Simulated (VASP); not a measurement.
# Ge2BiO2 (I4/mmm) in VASP: notebook

The runs below take Ge2BiO2 through single point, relaxation of cell and atoms, with PBE.

All numbers are computed with VASP 6.6.1; they aren't measurements. Logs are shortened: lines on timing, memory, paths and dates and some standing lists are left out, and cuts for length are marked.

## (1) The cell of the first run

The structure is tetragonal, space group I4/mmm (No. 139). The conventional cell has a = 3.694 Å, b = 3.694 Å, c = 12.871 Å, α = 90.00°, β = 90.00°, γ = 90.00°. Within 2.8 Å of Ge (site symmetry 4mm) lie 4 O at 2.14 Å. Bi (site symmetry 4/mmm) has 10 Ge at 3.38 to 4.29 Å and 4 Bi at 3.69 Å and 8 O at 3.71 Å within 4.4 Å. O (site symmetry -4m2) has 4 Ge at 2.14 Å and 4 O at 2.61 Å within 2.8 Å.

The cell was generated, and may not be a known phase.

## (2) Single point, PBE

File INCAR:

```
SYSTEM = Ge2BiO2
ALGO = Normal
EDIFF = 1E-7
ENCUT = 520
GGA = PE
ISIF = 2
ISMEAR = 0
LASPH = .True.
LCHARG = .False.
LREAL = .False.
LWAVE = .False.
NBANDS = 36
NELM = 60
PREC = Accurate
SIGMA = 0.1
```

File KPOINTS:

```
k-points
0
Gamma
  6 6 6
  0 0 0
```

File POSCAR:

```
Ge2BiO2
1.0
   -1.8469652500      1.8469652500      6.4352663300
    1.8469652500     -1.8469652500      6.4352663300
    1.8469652500      1.8469652500     -6.4352663300
Ge Bi O
2 1 2
Direct
    0.6663698600      0.6663698600      0.0000000000
    0.3336301400      0.3336301400      0.0000000000
    0.0000000000      0.0000000000      0.0000000000
    0.7500000000      0.2500000000      0.5000000000
    0.2500000000      0.7500000000      0.5000000000
```

Potentials or basis: VASP PAW PBE potentials, release 64 (Ge_d, Bi_d, O).

The run is started by

```bash
cat potpaw_PBE.64/Ge_d/POTCAR potpaw_PBE.64/Bi_d/POTCAR potpaw_PBE.64/O/POTCAR > POTCAR
mpirun -np 1 vasp_std > vasp.out
```

OUTCAR:

```text
SYSTEM = Ge2BiO2
   EDIFF = 1E-7
   ENCUT = 520
   GGA = PE
   ISIF = 2
   ISMEAR = 0
   LASPH = .True.
   LREAL = .False.
   NELM = 60
   PREC = Accurate

 ion  position               nearest neighbor table
   1  0.666  0.666  0.000-   5 2.14   4 2.14   4 2.14   5 2.14   3 3.38   3 3.38   3 3.38   3 3.38

   2  0.334  0.334  0.000-   4 2.14   5 2.14   5 2.14   4 2.14   3 3.38   3 3.38   3 3.38   3 3.38

   3  0.000  0.000  0.000-   1 3.38   1 3.38   1 3.38   2 3.38   1 3.38   2 3.38   2 3.38   2 3.38

   4  0.750  0.250  0.500-   2 2.14   1 2.14   2 2.14   1 2.14
   5  0.250  0.750  0.500-   2 2.14   1 2.14   2 2.14   1 2.14

  LATTYP: Found a body centered tetragonal cell.
 ALAT       =     3.6939305000
 C/A-ratio  =     3.4842379032

  Lattice vectors:

 A1 = (  -1.8469652500,   1.8469652500,   6.4352663300)
 A2 = (   1.8469652500,  -1.8469652500,   6.4352663300)
 A3 = (   1.8469652500,   1.8469652500,  -6.4352663300)

Analysis of symmetry for initial positions (statically):
=====================================================================
 Subroutine PRICEL returns:
 Original cell was already a primitive cell.

 Routine SETGRP: Setting up the symmetry group for a
 body centered tetragonal supercell.

 Subroutine GETGRP returns: Found 16 space group operations
 (whereof 16 operations were pure point group operations)
 out of a pool of 16 trial point group operations.

The static configuration has the point symmetry D_4h.

Analysis of symmetry for dynamics (positions and initial velocities):
=====================================================================
 Subroutine PRICEL returns:
 Original cell was already a primitive cell.

 Routine SETGRP: Setting up the symmetry group for a
 body centered tetragonal supercell.

 Subroutine GETGRP returns: Found 16 space group operations
 (whereof 16 operations were pure point group operations)
 out of a pool of 16 trial point group operations.

The dynamic configuration has the point symmetry D_4h.

 Subroutine INISYM returns: Found 16 space group operations
 (whereof 16 operations are pure point group operations),
 and found     1 'primitive' translations

----------------------------------------------------------------------------------------

                                     Primitive cell

  volume of cell :      87.8100

  direct lattice vectors                    reciprocal lattice vectors
    -1.846965250  1.846965250  6.435266330     0.000000000  0.270714352  0.077696862
     1.846965250 -1.846965250  6.435266330     0.270714352  0.000000000  0.077696862
     1.846965250  1.846965250 -6.435266330     0.270714352  0.270714352  0.000000000

  length of vectors
     6.945157594  6.945157594  6.945157594     0.281643503  0.281643503  0.382847907

  position of ions in fractional coordinates (direct lattice)
     0.666369860  0.666369860  0.000000000
     0.333630140  0.333630140  0.000000000
     0.000000000  0.000000000  0.000000000
     0.750000000  0.250000000  0.500000000
     0.250000000  0.750000000  0.500000000

  ion indices of the primitive-cell ions
   primitive index   ion index
                 1           1
                 2           2
                 3           3
                 4           4
                 5           5

----------------------------------------------------------------------------------------

 KPOINTS: k-points

Automatic generation of k-mesh.
 Grid dimensions read from file:
 generate k-points for:    6    6    6

 Generating k-lattice:

  Cartesian coordinates                     Fractional coordinates (reciprocal lattice)
     0.000000000  0.045119059  0.012949477     0.166666667  0.000000000 -0.000000000
     0.045119059  0.000000000  0.012949477     0.000000000  0.166666667 -0.000000000
     0.045119059  0.045119059  0.000000000     0.000000000  0.000000000  0.166666667

  Length of vectors
     0.046940584  0.046940584  0.063807985

  Shift w.r.t. Gamma in fractional coordinates (k-lattice)
     0.000000000  0.000000000  0.000000000

 Subroutine IBZKPT returns following result:
 ===========================================

 Found     30 irreducible k-points:

 Following reciprocal coordinates:
            Coordinates               Weight
  0.000000  0.000000  0.000000      1.000000
  0.166667  0.000000  0.000000      8.000000
  0.333333  0.000000 -0.000000      8.000000
  0.500000  0.000000  0.000000      4.000000
  0.166667  0.166667 -0.000000      8.000000
  0.333333  0.166667 -0.000000     16.000000
[... 16 lines left out ...]
 -0.333333 -0.333333  0.166667      8.000000
 -0.166667 -0.333333  0.166667      8.000000
 [... further k-points ...]
   k-points           NKPTS =     30   k-points in BZ     NKDIM =     30   number of bands    NBANDS=     36
   number of dos      NEDOS =    301   number of ions     NIONS =      5
   total plane-waves  NPLWV = 157464
   dimension x,y,z NGX =    54 NGY =   54 NGZ =   54
[... 28 lines left out ...]
   EFERMI =   0.00;   METHOD = LEGACY
   ISMEAR =     0;   SIGMA  =   0.10  broadening in eV -4-tet -1-fermi 0-gaus
   EFERMI_NEDOS =   21; number of points for ismear=-14 and -15
   IALGO  =     38    algorithm
   IMIX   =      4    mixing-type and parameters
     AMIX     =   0.40;   BMIX     =  1.00
     AMIX_MAG =   1.60;   BMIX_MAG =  1.00
  volume/ion in A,a.u.               =      17.56       118.51
  Fermi-wavevector in a.u.,A,eV,Ry     =   1.400708  2.646955 26.694414  1.961984
  Thomas-Fermi vector in A             =   2.523642
   LORBIT       =      0    0 simple, 1 ext, 2 COOP (PROOUT), +10 PAW based schemes
   GGA     = PE    functional components
   LHFCALC =     F    Hartree Fock is set to
   AEXX    =    0.0000 exact exchange contribution
   IVDW    =     0    specifies the selected vdW correction
   LEPSILON=     F    determine dielectric tensor
   LRPA    =     F    only Hartree local field effects (RPA)
 non-spin polarized calculation
 Gauss-broadening in eV      SIGMA  =   0.10
  energy-cutoff  :      520.00
  volume of cell :       87.81
 maximum number of plane-waves:      2380
 NGX is ok and might be reduce to    54
   NGX = 25   NGY = 25   NGZ = 25

 number of electron      55.0000001 magnetization

 Free energy of the ion-electron system (eV)
  ---------------------------------------------------
  ext. energy  EPLUGINS =         0.00000000
  ---------------------------------------------------
  free energy    TOTEN  =       -25.78264590 eV

  energy without entropy =      -25.76003323  energy(sigma->0) =      -25.77133956

 E-fermi :   6.0634     XC(G=0): -10.6384

 val. band max:        6.0587970438   @ k =   0.1667   0.1667  -0.0000
 cond. band min:       6.0708686491   @ k =   0.5000   0.1667  -0.0000
 fundamental gap:      0.0120716054
 Fermi energy:         6.0634134423

 k-point     1 :       0.0000    0.0000    0.0000
  band No.  band energies     occupation
      1     -18.9911      2.00000
      2     -18.9160      2.00000
      3     -18.9105      2.00000
      4     -18.9105      2.00000
      5     -18.9029      2.00000
      6     -18.8918      2.00000
[... 28 lines left out ...]
     35      11.9142      0.00000
     36      12.6728      0.00000

 k-point     2 :       0.1667    0.0000    0.0000
  band No.  band energies     occupation
      1     -18.9860      2.00000
      2     -18.9154      2.00000
      3     -18.9108      2.00000
      4     -18.9091      2.00000
      5     -18.9050      2.00000
      6     -18.8938      2.00000
[... 28 lines left out ...]
     35      12.5160      0.00000
     36      13.3124      0.00000

 k-point     3 :       0.3333    0.0000   -0.0000
  band No.  band energies     occupation
      1     -18.9730      2.00000
      2     -18.9294      2.00000
      3     -18.9117      2.00000
      4     -18.9089      2.00000
      5     -18.9053      2.00000
      6     -18.9000      2.00000
[... 28 lines left out ...]
     35      12.8995      0.00000
     36      13.6833      0.00000
[... 742 lines left out ...]
 k-point    23 :      -0.3333   -0.3333    0.1667
  band No.  band energies     occupation
      1     -18.9818      2.00000
      2     -18.9127      2.00000
      3     -18.9120      2.00000
      4     -18.9109      2.00000
      5     -18.9084      2.00000
      6     -18.8976      2.00000
[... 28 lines left out ...]
     35      12.6305      0.00000
     36      13.6233      0.00000

 k-point    24 :      -0.1667   -0.3333    0.1667
  band No.  band energies     occupation
      1     -18.9861      2.00000
      2     -18.9153      2.00000
      3     -18.9109      2.00000
      4     -18.9092      2.00000
      5     -18.9050      2.00000
      6     -18.8937      2.00000
[... 28 lines left out ...]
     35      12.8248      0.00000
     36      12.8287      0.00000

 [... further k-points ...]

------------------------ aborting loop because EDIFF is reached ----------------------------------------

  FORCE on cell =-STRESS in cart. coord.  units (eV):
  Direction    XX          YY          ZZ          XY          YZ          ZX
  --------------------------------------------------------------------------------------
  -------------------------------------------------------------------------------------
  Total       -3.8643453     -3.8643453      0.4018788      0.0000000     -0.0000000      0.0000000
  in kB      -70.5086724    -70.5086724      7.3326637      0.0000000     -0.0000000      0.0000000
  external PRESSURE =     -44.5615604 kB  Pullay stress =       0.0000000 kB

 VOLUME and BASIS-vectors are now :
 -----------------------------------------------------------------------------
  energy-cutoff  :      520.00
  volume of cell :       87.81
      direct lattice vectors                 reciprocal lattice vectors
    -1.846965250  1.846965250  6.435266330     0.000000000  0.270714352  0.077696862
     1.846965250 -1.846965250  6.435266330     0.270714352  0.000000000  0.077696862
     1.846965250  1.846965250 -6.435266330     0.270714352  0.270714352  0.000000000

 POSITION                                       TOTAL-FORCE (eV/Angst)
 -----------------------------------------------------------------------------------
      0.00000      0.00000      8.57654        -0.000000     -0.000000      0.298411
      0.00000      0.00000      4.29400         0.000000      0.000000     -0.298411
      0.00000      0.00000      0.00000        -0.000000     -0.000000     -0.000000
      0.00000      1.84697      3.21763        -0.000000     -0.000000     -0.000000
      1.84697      0.00000      3.21763        -0.000000     -0.000000     -0.000000
 -----------------------------------------------------------------------------------
    total drift:                               -0.000000      0.000000      0.000000

  FREE ENERGIE OF THE ION-ELECTRON SYSTEM (eV)
  ---------------------------------------------------
  free  energy   TOTEN  =       -25.7826458976 eV

  energy  without entropy=      -25.7600332322  energy(sigma->0) =      -25.77133956
```

Wall time 3.9 min (1 thread of Intel Xeon 6975P-C (Granite Rapids), shared host); peak memory 0.44 GiB.

What came out:

```yaml
Free_energy: -25.7826 eV
Pressure: -4.5 GPa
Largest_force: 0.298 eV/Å
Band_gap_on_the_k_mesh: zero (an odd number of electrons rules out a gap without spin polarisation)
```

Forces on the atoms (eV/Å):
```
Ge   0.000  0.000  0.298
Ge   0.000  0.000 -0.298
Bi   0.000  0.000  0.000
O    0.000  0.000  0.000
O    0.000  0.000  0.000
```

Stress tensor (GPa, compression positive):
```
-7.05  0.00  0.00
 0.00 -7.05  0.00
 0.00  0.00  0.73
```

Caveat: the stress differs along the axes, from -7 to 1 GPa; spin-orbit coupling is left out, which moves the levels of the heavy elements; an odd number of electrons without spin polarisation forces a metal; a magnetic or distorted state may lie lower.

## (3) Single point, PBE

This run uses another cell than the first one, of 19.66 Å³/atom.

File INCAR:

```
SYSTEM = Ge2BiO2
PREC     = Accurate       ! precision mode
ENCUT    = 520            ! plane-wave cutoff, eV
EDIFF    = 1E-6           ! SCF threshold, eV
ISMEAR   = 0              ! smearing method
SIGMA    = 0.1            ! smearing width, eV
LREAL    = .FALSE.        ! projectors in reciprocal space
LASPH    = .TRUE.         ! aspherical terms in the spheres
NELM     = 60             ! most SCF steps
ALGO     = Normal         ! electronic algorithm
ISIF     = 2              ! what is computed and relaxed
LWAVE    = .FALSE.        ! write WAVECAR
LCHARG   = .FALSE.        ! write CHGCAR
GGA      = PE             ! functional
NBANDS   = 36             ! bands
```

File KPOINTS:

```
Automatic mesh
0
G
  6 6 6
  0 0 0
```

File POSCAR:

```
Ge2BiO2
1.0
   -1.7564239553      1.7564239553      7.9654587209
    1.7564239553     -1.7564239553      7.9654587209
    1.7564239553      1.7564239553     -7.9654587209
Ge Bi O
2 1 2
Direct
    0.6815224436      0.6815224436      0.0000000000
    0.3184775564      0.3184775564      0.0000000000
    0.0000000000      0.0000000000      0.0000000000
    0.7500000000      0.2500000000      0.5000000000
    0.2500000000      0.7500000000      0.5000000000
```

Potentials or basis: VASP PAW PBE potentials, release 64 (Ge_d, Bi_d, O).

The run is started by

```bash
cat potpaw_PBE.64/Ge_d/POTCAR potpaw_PBE.64/Bi_d/POTCAR potpaw_PBE.64/O/POTCAR > POTCAR
mpirun -np 1 vasp_std > vasp.out
```

Wall time 6.7 min (1 thread of Intel Xeon 6975P-C (Granite Rapids), shared host); peak memory 0.57 GiB.

It converged, with:

| Item | Value |
| --- | --- |
| Free energy | -26.1570 eV |
| Pressure | 0.3 GPa |
| Largest force | 0.066 eV/Å |
| Band gap on the k mesh | zero (an odd number of electrons rules out a gap without spin polarisation) |

Forces on the atoms (eV/Å):
```
Ge   0.000  0.000 -0.066
Ge   0.000  0.000  0.066
Bi   0.000  0.000  0.000
O    0.000  0.000  0.000
O    0.000  0.000  0.000
```

Stress tensor (GPa, compression positive):
```
0.24 0.00 0.00
0.00 0.24 0.00
0.00 0.00 0.40
```

Levels at points of the mesh, in eV from the Fermi level:
| k point | band 26 | band 27 | band 28 | band 29 | band 30 | band 31 |
| --- | --- | --- | --- | --- | --- | --- |
| (0.00, 0.00, 0.00) | -2.74 | 0.44 | 2.80 | 2.80 | 3.13 | 3.54 |
| (0.50, 0.00, 0.00) | -2.05 | -1.08 | -0.51 | 2.70 | 4.45 | 4.83 |
| (0.50, 0.50, 0.00) | -1.91 | -1.89 | -1.71 | 0.87 | 1.93 | 2.91 |
| (0.50, 0.50, 0.50) | -0.93 | -0.39 | 1.76 | 3.02 | 3.02 | 4.37 |

Caveat: spin-orbit coupling is left out, which moves the levels of the heavy elements; an odd number of electrons without spin polarisation forces a metal; a magnetic or distorted state may lie lower.

## (4) Relaxation of cell and atoms, PBE

File INCAR:

```
SYSTEM = Ge2BiO2
PREC     = Accurate       ! precision mode
ENCUT    = 600            ! plane-wave cutoff, eV
EDIFF    = 1E-7           ! SCF threshold, eV
ISMEAR   = 0              ! smearing method
SIGMA    = 0.1            ! smearing width, eV
LREAL    = .FALSE.        ! projectors in reciprocal space
LASPH    = .TRUE.         ! aspherical terms in the spheres
NELM     = 100            ! most SCF steps
ALGO     = Normal         ! electronic algorithm
ISIF     = 3              ! what is computed and relaxed
LWAVE    = .FALSE.        ! write WAVECAR
LCHARG   = .FALSE.        ! write CHGCAR
GGA      = PE             ! functional
IBRION   = 2              ! ionic algorithm
NSW      = 90             ! ionic steps
EDIFFG   = -0.04          ! ionic threshold
```

File KPOINTS:

```
regular mesh
0
G
  6 6 6
  0 0 0
```

File POSCAR:

```
Ge2BiO2
1.0
   -1.8469652500      1.8469652500      6.4352663300
    1.8469652500     -1.8469652500      6.4352663300
    1.8469652500      1.8469652500     -6.4352663300
Ge Bi O
2 1 2
Direct
    0.6663698600      0.6663698600      0.0000000000
    0.3336301400      0.3336301400      0.0000000000
    0.0000000000      0.0000000000      0.0000000000
    0.7500000000      0.2500000000      0.5000000000
    0.2500000000      0.7500000000      0.5000000000
```

The run is started by

```bash
cat potpaw_PBE.64/Ge_d/POTCAR potpaw_PBE.64/Bi_d/POTCAR potpaw_PBE.64/O/POTCAR > POTCAR
mpirun -np 1 vasp_std > vasp.out
```

Run time: 26 min. Hardware: 1 thread of Intel Xeon 6975P-C (Granite Rapids), shared host; peak memory 0.55 GiB.

Results (log left out):

```yaml
Free_energy: -26.1392 eV
Relaxed_volume: 19.41 Å³/atom
Relaxed_cell: a = 8.243 Å, b = 8.243 Å, c = 8.243 Å, α = 155.39°, β = 155.39°, γ = 35.09°
Space_group_after_relaxing_to_0.1_Å: I4/mmm (No. 139)
Energy_gained_by_relaxing: 70.4 meV/atom
Ionic_steps: 10
Pressure_after_relaxing: 0.0 GPa
Largest_force_after_relaxing: 0.007 eV/Å
Band_gap_on_the_k_mesh: zero (an odd number of electrons rules out a gap without spin polarisation)
```

Forces in eV/Å, atoms in the order of the input:
```
Ge   0.000  0.000  0.007
Ge   0.000  0.000 -0.007
Bi   0.000  0.000  0.000
O    0.000  0.000  0.000
O    0.000  0.000  0.000
```

Stress tensor (GPa, compression positive):
```
 0.06  0.00  0.00
 0.00  0.06  0.00
 0.00  0.00 -0.15
```

The path:
| step | energy change (eV) | largest force (eV/Å) | pressure (GPa) | volume (Å³) |
| --- | --- | --- | --- | --- |
| 1 | 0.0000 | 0.3003 | -4.49 | 87.81 |
| 2 | -0.1363 | 0.4036 | 2.55 | 81.65 |
| 3 | -0.1396 | 0.2985 | 1.48 | 82.40 |
| 4 | -0.1783 | 0.2789 | 1.00 | 83.03 |
| 5 | -0.1810 | 0.4774 | 0.87 | 83.21 |
| 6 | -0.2121 | 0.5402 | 0.53 | 84.65 |
| 7 | -0.2813 | 0.5412 | -0.53 | 88.95 |
| 8 | -0.3455 | 0.3487 | -1.07 | 97.49 |
| 9 | -0.2228 | 1.5752 | 5.10 | 95.04 |
| 10 | -0.3520 | 0.0072 | -0.01 | 97.03 |

Final structure:
```cif
data_structure
_symmetry_space_group_name_H-M 'P 1'
_symmetry_Int_Tables_number 1
_cell_length_a 8.2425
_cell_length_b 8.2425
_cell_length_c 8.2425
_cell_angle_alpha 155.387
_cell_angle_beta 155.387
_cell_angle_gamma 35.087
_cell_volume 97.03
loop_
_atom_site_label
_atom_site_type_symbol
_atom_site_fract_x
_atom_site_fract_y
_atom_site_fract_z
_atom_site_occupancy
Ge1 Ge 0.68041 0.68041 0.00000 1
Ge2 Ge 0.31959 0.31959 0.00000 1
Bi1 Bi 0.00000 0.00000 0.00000 1
O1 O 0.75000 0.25000 0.50000 1
O2 O 0.25000 0.75000 0.50000 1
```

Levels at points of the mesh, in eV from the Fermi level:
```
           k point  band 26  band 27  band 28  band 29  band 30  band 31
(0.00, 0.00, 0.00)    -2.74     0.49     2.73     2.73     3.19     3.71
(0.50, 0.00, 0.00)    -2.06    -1.06    -0.46     2.75     4.42     4.88
(0.50, 0.50, 0.00)    -1.87    -1.87    -1.74     0.84     1.89     2.97
(0.50, 0.50, 0.50)    -0.89    -0.29     1.83     2.96     2.96     4.36
```

Caveat: a cell axis changed by over 15 % at a fixed basis, so the end point is rough; spin-orbit coupling is left out, which moves the levels of the heavy elements; an odd number of electrons without spin polarisation forces a metal; a magnetic or distorted state may lie lower.

## (5) Summary

| task | cell | cutoff (eV) | gap on the mesh (eV) | pressure (GPa) | largest force (eV/Å) |
| --- | --- | --- | --- | --- | --- |
| single point | a = 6.945 Å, angles 149.2, 149.2, 44.2°, 5 atoms, atomic positions A | 520 | none | -4.5 | 0.30 |
| single point | a = 8.344 Å, angles 155.7, 155.7, 34.6°, 5 atoms, atomic positions B | 520 | none | 0.3 | 0.07 |
| relaxation of cell and atoms | relaxed from a = 6.945 Å, angles 149.2, 149.2, 44.2°, 5 atoms, atomic positions A | 600 | none | 0.0 | 0.01 |

Alike in all rows: level PBE; potentials or basis VASP PAW PBE potentials, release 64 (Ge_d, Bi_d, O); no spin polarisation; k mesh 6 × 6 × 6; smearing gaussian 0.1 eV.

Caveats: spin-orbit coupling is left out, which moves the levels of the heavy elements; an odd number of electrons without spin polarisation forces a metal; a magnetic or distorted state may lie lower; the stress differs along the axes, from -7 to 1 GPa (at least some runs); a cell axis changed by over 15 % at a fixed basis, so the end point is rough (at least some runs).

Total energies depend on the potentials used, so only differences within one code and one set of settings carry meaning.

The gap in the log of VASP goes by the Fermi energy; the results here count the filled bands.